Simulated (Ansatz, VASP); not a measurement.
# One calculation of Sc4Mo, two programs

```
CELL_PARAMETERS angstrom
5.04513 0.00000 0.00000
0.00000 5.04513 0.00000
0.00000 0.00000 5.04513
ATOMIC_POSITIONS crystal
Sc 0.50000 0.00000 0.00000
Sc 0.00000 0.50000 0.00000
Sc 0.00000 0.00000 0.50000
Sc 0.50000 0.50000 0.50000
Mo 0.00000 0.00000 0.00000
```

Alike in both runs: functional PBE; k mesh 8 × 8 × 8; occupations gaussian, width 0.1 eV; no spin polarisation.

Ansatz relaxed the structure, and its values are those at the end. VASP's run is a single point on that final structure, the one shown.

|  | VASP | Ansatz |
| --- | --- | --- |
| version | VASP 6.6.1 | Ansatz 0.2.0 |
| potentials or method | VASP PAW PBE potentials, release 64 (Sc_sv, Mo_sv), cutoff 520 eV | scalar-relativistic, plane waves, PAW |
| valence electrons in the cell | 58 | 58 |

VASP gave:

| Quantity | Value |
| --- | --- |
| gap on the k mesh at the Fermi level (eV) | none |
| pressure (GPa) | 0.2 |

Task: Which values does Ansatz return?

Result: gap on the k mesh at the Fermi level (eV): none; pressure (GPa): 0.0.

A gap of «none» marks a metal or a gap that the smearing closes.
